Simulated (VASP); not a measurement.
# C (Cm) in VASP: further runs, part 2 of 2

VASP 6.6.1.

### Step 3. Single point, r2SCAN (the part above a cut slid along it)

Contents of POSCAR:

```
C
1.0
   -2.5098396889      0.0000000000      0.0000000000
   -1.2549198445     -2.1735849300      0.0000000000
   -1.5687752976     -0.9057328403     16.5606492275
C
16
Direct
   -0.2798001899     -0.2798001899      0.6714667384
   -0.0714501899     -0.0714501899      0.1714667384
   -0.3839751899      0.6160248101      0.9214667384
   -0.1756251899      0.8243748101      0.4214667384
   -0.3452498101     -0.3452498101      0.8285332616
   -0.1368998101     -0.1368998101      0.3285332616
   -0.0327248101      0.9672751899      0.0785332616
   -0.2410748101      0.7589251899      0.5785332616
    0.0404981979      0.0404981979      0.7027481051
    0.2488481979      0.2488481979      0.2027481051
    0.2696565313      0.2696565313      0.9527481051
    0.4780065313      0.4780065313      0.4527481051
    0.0011184687      0.0011184687      0.7972518949
    0.2094684687      0.2094684687      0.2972518949
    0.6469768021      0.6469768021      0.0472518949
    0.4386268021      0.4386268021      0.5472518949
```

Contents of INCAR.step1:

```
SYSTEM = C
ALGO     = Normal         ! electronic algorithm
EDIFF    = 1E-4           ! SCF threshold, eV
ENCUT    = 520            ! plane-wave cutoff, eV
GGA      = PE             ! functional
ISMEAR   = 0              ! smearing method
LASPH    = .True.         ! aspherical terms in the spheres
LCHARG   = .False.        ! write CHGCAR
LREAL    = Auto         
LWAVE    = .True.         ! write WAVECAR
NBANDS   = 46             ! bands
NELM     = 80             ! most SCF steps
PREC     = Accurate       ! precision mode
SIGMA    = 0.05           ! smearing width, eV
```

Contents of INCAR.step2:

```
SYSTEM = C
ALGO     = Normal         ! electronic algorithm
EDIFF    = 1E-6           ! SCF threshold, eV
ENCUT    = 520            ! plane-wave cutoff, eV
ISIF     = 2              ! what is computed and relaxed
ISMEAR   = 0              ! smearing method
ISTART   = 1            
LASPH    = .True.         ! aspherical terms in the spheres
LCHARG   = .True.         ! write CHGCAR
LELF     = .True.         ! ELF
LMIXTAU  = .True.       
LREAL    = Auto         
LVHAR    = .True.       
LWAVE    = .False.        ! write WAVECAR
METAGGA  = R2SCAN         ! meta-GGA
NBANDS   = 46             ! bands
NELM     = 80             ! most SCF steps
PREC     = Accurate       ! precision mode
SIGMA    = 0.05           ! smearing width, eV
```

Contents of KPOINTS:

```
k-points
0
Gamma
  10 10 2
  0 0 0
```

Potentials or basis: VASP PAW PBE potentials, release 64 (C).

Command:

```sh
$ cat potpaw_PBE.64/C/POTCAR > POTCAR
$ cp INCAR.step1 INCAR
$ mpirun -np 1 vasp_std > vasp.out
$ cp INCAR.step2 INCAR
$ mpirun -np 1 vasp_std > vasp.out
```

OUTCAR:

```text
SYSTEM = C
   EDIFF = 1E-6
   ENCUT = 520
   ISIF = 2
   ISMEAR = 0
   ISTART = 1
   LASPH = .True.
   LREAL = Auto
   METAGGA = R2SCAN
   NELM = 80
   PREC = Accurate

 ion  position               nearest neighbor table
   1  0.720  0.720  0.671-   9 1.54   9 1.54   9 1.54   8 1.54
   2  0.929  0.929  0.171-  10 1.54  10 1.54  10 1.54   7 1.54
   3  0.616  0.616  0.921-  11 1.54  11 1.54  11 1.54   5 1.54
   4  0.824  0.824  0.421-  12 1.54  12 1.54  12 1.54   6 1.54
   5  0.655  0.655  0.829-  13 1.54  13 1.54  13 1.54   3 1.54
   6  0.863  0.863  0.329-  14 1.54  14 1.54  14 1.54   4 1.54
   7  0.967  0.967  0.079-  15 1.54  15 1.54  15 1.54   2 1.54
   8  0.759  0.759  0.579-  16 1.54  16 1.54  16 1.54   1 1.54
   9  0.040  0.040  0.703-   1 1.54   1 1.54   1 1.54  13 1.57
  10  0.249  0.249  0.203-   2 1.54   2 1.54   2 1.54  14 1.57
  11  0.270  0.270  0.953-   3 1.54   3 1.54   3 1.54  15 2.04  15 2.04
  12  0.478  0.478  0.453-   4 1.54   4 1.54   4 1.54  16 1.57
  13  0.001  0.001  0.797-   5 1.54   5 1.54   5 1.54   9 1.57
  14  0.209  0.209  0.297-   6 1.54   6 1.54   6 1.54  10 1.57
  15  0.647  0.647  0.047-   7 1.54   7 1.54   7 1.54  11 2.04  11 2.04
  16  0.439  0.439  0.547-   8 1.54   8 1.54   8 1.54  12 1.57

  LATTYP: Found a base centered monoclinic cell.
 ALAT       =     4.3471698601
 B/A-ratio  =     0.5773502692
 C/A-ratio  =     3.8322466386
 COS(beta)  =    -0.1087351727

  Lattice vectors:

 A1 = (   2.5098396889,   0.0000000000,   0.0000000000)
 A2 = (   1.2549198445,   2.1735849300,   0.0000000000)
 A3 = (  -1.5687752976,  -0.9057328403,  16.5606492275)

Analysis of symmetry for initial positions (statically):
=====================================================================
 Subroutine PRICEL returns:
 Original cell was already a primitive cell.

 Routine SETGRP: Setting up the symmetry group for a
 base centered monoclinic supercell.

 Subroutine GETGRP returns: Found  2 space group operations
 (whereof  2 operations were pure point group operations)
 out of a pool of  4 trial point group operations.

The static configuration has the point symmetry C_1h.

Analysis of symmetry for dynamics (positions and initial velocities):
=====================================================================
 Subroutine PRICEL returns:
 Original cell was already a primitive cell.

 Routine SETGRP: Setting up the symmetry group for a
 base centered monoclinic supercell.

 Subroutine GETGRP returns: Found  2 space group operations
 (whereof  2 operations were pure point group operations)
 out of a pool of  4 trial point group operations.

The dynamic configuration has the point symmetry C_1h.

 Subroutine INISYM returns: Found  2 space group operations
 (whereof  2 operations are pure point group operations),
 and found     1 'primitive' translations

----------------------------------------------------------------------------------------

                                     Primitive cell

  volume of cell :      90.3441

[... 72 lines left out ...]
            Coordinates               Weight
  0.000000  0.000000  0.000000      1.000000
  0.100000  0.000000  0.000000      4.000000
  0.200000  0.000000  0.000000      4.000000
  0.300000  0.000000  0.000000      4.000000
  0.400000  0.000000  0.000000      4.000000
  0.500000  0.000000  0.000000      2.000000
[... 16 lines left out ...]
  0.300000  0.300000 -0.000000      2.000000
  0.400000  0.300000  0.000000      4.000000
 [... further k-points ...]
   k-points           NKPTS =     62   k-points in BZ     NKDIM =     62   number of bands    NBANDS=     46
   number of dos      NEDOS =    301   number of ions     NIONS =     16
   total plane-waves  NPLWV =  50400
   dimension x,y,z NGX =    20 NGY =   20 NGZ =  126
   dimension x,y,z NGXF=    40 NGYF=   40 NGZF=  252
   ions per type =              16
   NGX,Y,Z   is equivalent  to a cutoff of  13.25, 13.25, 12.57 a.u.
   NGXF,Y,Z  is equivalent  to a cutoff of  26.50, 26.50, 25.15 a.u.
 SYSTEM =  C
   PREC   = accura    normal or accurate (medium, high low for compatibility)
   ISTART =      1    job   : 0-new  1-cont  2-samecut
   ICHARG =      0    charge: 1-file 2-atom 10-const
   ISPIN  =      1    spin polarized calculation?
   LNONCOLLINEAR =      F non collinear calculations
   LSORBIT =      F    spin-orbit coupling
   LASPH  =      T    aspherical Exc in radial PAW
   ENCUT  =  520.0 eV  38.22 Ry    6.18 a.u.   4.67  4.67 30.98*2*pi/ulx,y,z
   NELM   =     80;   NELMIN=  2; NELMDL=  0     # of ELM steps
   EDIFF  = 0.1E-05   stopping-criterion for ELM
   LREAL  =      T    real-space projection
   EDIFFG = 0.1E-04   stopping-criterion for IOM
   NSW    =      0    number of steps for IOM
   IBRION =     -1    ionic relax: 0-MD 1-quasi-New 2-CG
   NFREE  =      0    steps in history (QN), initial steepest desc. (CG)
   ISIF   =      2    stress and relaxation
   ISYM   =      2    0-nonsym 1-usesym 2-fastsym
   POTIM  = 0.5000    time-step for ionic-motion
   TEBEG  =    0.0;   TEEND  =   0.0 temperature during run
   PSTRESS=    0.0 pullay stress
   NELECT =      64.0000    total number of electrons
   NUPDOWN=      -1.0000    fix difference up-down
   EMIN   =  10.00;   EMAX   =-10.00  energy-range for DOS
   EFERMI =   0.00;   METHOD = LEGACY
   ISMEAR =     0;   SIGMA  =   0.05  broadening in eV -4-tet -1-fermi 0-gaus
   EFERMI_NEDOS =   21; number of points for ismear=-14 and -15
   IALGO  =     38    algorithm
   IMIX   =      4    mixing-type and parameters
     AMIX     =   0.40;   BMIX     =  1.00
     AMIX_MAG =   1.60;   BMIX_MAG =  1.00
  volume/ion in A,a.u.               =       5.65        38.10
  Fermi-wavevector in a.u.,A,eV,Ry     =   1.459379  2.757827 28.977523  2.129788
  Thomas-Fermi vector in A             =   2.575953
   LORBIT       =      0    0 simple, 1 ext, 2 COOP (PROOUT), +10 PAW based schemes
   METAGGA = R2SCAN    functional components
   LHFCALC =     F    Hartree Fock is set to
   AEXX    =    0.0000 exact exchange contribution
   IVDW    =     0    specifies the selected vdW correction
   LEPSILON=     F    determine dielectric tensor
   LRPA    =     F    only Hartree local field effects (RPA)
 non-spin polarized calculation
 Gauss-broadening in eV      SIGMA  =   0.05
  energy-cutoff  :      520.00
  volume of cell :       90.34
 maximum number of plane-waves:      2460
   NGX =  9   NGY =  9   NGZ = 61

 number of electron      63.9999997 magnetization

 Free energy of the ion-electron system (eV)
  ---------------------------------------------------
  ext. energy  EPLUGINS =         0.00000000
  ---------------------------------------------------
  free energy    TOTEN  =      -152.46935551 eV

  energy without entropy =     -152.46792140  energy(sigma->0) =     -152.46863845

 E-fermi :  10.1441     XC(G=0): -14.3136

 val. band max:       10.1391499268   @ k =  -0.3000   0.2000   0.0000
 cond. band min:      10.1841934385   @ k =   0.1000   0.0000   0.0000
 fundamental gap:      0.0450435117
 Fermi energy:        10.1440911210

 k-point     1 :       0.0000    0.0000    0.0000
  band No.  band energies     occupation
      1     -13.0135      2.00000
      2     -12.5699      2.00000
      3     -12.4730      2.00000
      4     -11.2744      2.00000
      5     -11.1220      2.00000
      6      -9.1204      2.00000
[... 1117 lines left out ...]
     43      18.8958      0.00000
     44      19.3271      0.00000

 [... further k-points ...]

 [bands above 44 left out]

------------------------ aborting loop because EDIFF is reached ----------------------------------------

  FORCE on cell =-STRESS in cart. coord.  units (eV):
  Direction    XX          YY          ZZ          XY          YZ          ZX
  --------------------------------------------------------------------------------------
  -------------------------------------------------------------------------------------
  Total       -0.1368203     -2.4378543      9.6091120      1.9927539     -0.9078056     -1.5723663
  in kB       -2.4263928    -43.2332986    170.4095316     35.3398171    -16.0991706    -27.8845962
  external PRESSURE =      41.5832801 kB  Pullay stress =       0.0000000 kB

 VOLUME and BASIS-vectors are now :
 -----------------------------------------------------------------------------
  energy-cutoff  :      520.00
  volume of cell :       90.34
      direct lattice vectors                 reciprocal lattice vectors
    -2.509839689  0.000000000  0.000000000    -0.398431822  0.230034720 -0.025162057
    -1.254919845 -2.173584930  0.000000000     0.000000000 -0.460069439 -0.025162057
    -1.568775298 -0.905732840 16.560649228     0.000000000  0.000000000  0.060384106

 POSITION                                       TOTAL-FORCE (eV/Angst)
 -----------------------------------------------------------------------------------
     -3.76476     -2.17358     11.11993         0.008001      0.004620      0.066097
     -3.76476     -2.17358      2.83960         0.202575      0.116957      0.499778
     -3.76476     -2.17358     15.26009         0.431376      0.249055     -0.377690
     -3.76476     -2.17358      6.97976        -0.003582     -0.002068      0.040815
     -3.76476     -2.17358     13.72105         0.298881      0.172559     -0.640592
     -3.76476     -2.17358      5.44072         0.006511      0.003759     -0.034413
[... 8 lines left out ...]
     -2.50984     -1.44906      0.78252        -1.726562     -0.996831      3.832706
     -2.50984     -1.44906      9.06285        -0.000058     -0.000033      0.031746
 -----------------------------------------------------------------------------------
    total drift:                                0.017347      0.010015     -0.015079

  FREE ENERGIE OF THE ION-ELECTRON SYSTEM (eV)
  ---------------------------------------------------
  free  energy   TOTEN  =      -152.4693555128 eV

  energy  without entropy=     -152.4679213970  energy(sigma->0) =     -152.46863845
```

Run time: 34 min. Hardware: 1 thread of Intel Xeon 8259CL, shared host; peak memory 0.32 GiB.

What came out:

| Item | Value |
| --- | --- |
| Free energy | -152.4694 eV |
| Pressure | 4.2 GPa |
| Largest force | 4.320 eV/Å |
| Band gap on the k mesh | zero (bands 32 and 33 overlap by 0.11 eV) |

Forces in eV/Å, atoms in the order of the input:
```
C    0.008  0.005  0.066
C    0.203  0.117  0.500
C    0.431  0.249 -0.378
C   -0.004 -0.002  0.041
C    0.299  0.173 -0.641
C    0.007  0.004 -0.034
C    0.570  0.329 -0.204
C   -0.009 -0.005 -0.053
C   -0.004 -0.003 -0.101
C    0.013  0.008 -0.042
C    0.219  0.126 -3.173
C   -0.003 -0.002 -0.026
C   -0.003 -0.002  0.114
C   -0.001 -0.001  0.066
C   -1.727 -0.997  3.833
C    0.000  0.000  0.032
```

Stress tensor (GPa, compression positive):
```
-0.24  3.53 -2.79
 3.53 -4.32 -1.61
-2.79 -1.61 17.04
```

Caveat: the cell differs from its parent crystal (the part above a cut slid along it); the stress differs along the axes, from -4 to 17 GPa; the PAW data sets were made with another functional, which shifts forces and pressure a little.

The gap in the log of VASP goes by the Fermi energy; the results here count the filled bands.